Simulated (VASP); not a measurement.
Wanted: the native input for a VASP 6.6.1 run.

```yaml
Task: single point
Functional: PBEsol
Potentials_or_basis: VASP PAW PBE potentials, release 64 (W_sv)
Cutoff: 520 eV
k_mesh: 16 × 16 × 16
Occupations: gaussian, width 0.1 eV
Spin: no spin polarisation
Dipole_correction: no
Further_INCAR_settings: ALGO = Fast; EDIFF = 1e-06; NBANDS = 21
```

The structure of W lies in POSCAR:

```
W
1.0
    3.0912414158      0.0000000000      0.0000000000
    0.0000000000      3.1700996152      0.0000000000
    0.0000000000      0.0000000000      3.1700996152
W
2
Direct
    0.0000000000      0.0000000000      0.0000000000
    0.5000000000      0.5000000000      0.5000000000
```

This cell differs from its parent crystal: uniaxial strain along a: -2.0 %.

These files were run (other wordings do the same):

INCAR

```
  ALGO = Fast
  EDIFF = 1E-6
  ENCUT = 520
  GGA = PS
  ISIF = 2
  ISMEAR = 0
  LASPH = T
  LCHARG = T
  LELF = T
  LREAL = F
  LVHAR = T
  LWAVE = F
  NBANDS = 21
  NELM = 100
  PREC = Accurate
  SIGMA = 0.1
```

KPOINTS

```
k-points
0
Gamma
  16 16 16
```

Potentials or basis: VASP PAW PBE potentials, release 64 (W_sv).

Run with:

```sh
$ cat potpaw_PBE.64/W_sv/POTCAR > POTCAR
$ mpirun -np 1 vasp_std > vasp.out
```

It gave:

```json
{"Pressure": "4.2 GPa", "Band gap on the k mesh": "zero (bands 14 and 15 overlap by 1.53 eV)"}
```

Caveat: the cell differs from its parent crystal (uniaxial strain along a: -2.0 %); the cell stands under pressure; the PAW data sets were made with another functional, which shifts forces and pressure a little; spin-orbit coupling is left out, which moves the levels of the heavy elements.

Wall time 70 s on 1 thread of Intel(R) Xeon(R) 6975P-C (Granite Rapids) (shared host), peak memory 0.3 GiB.
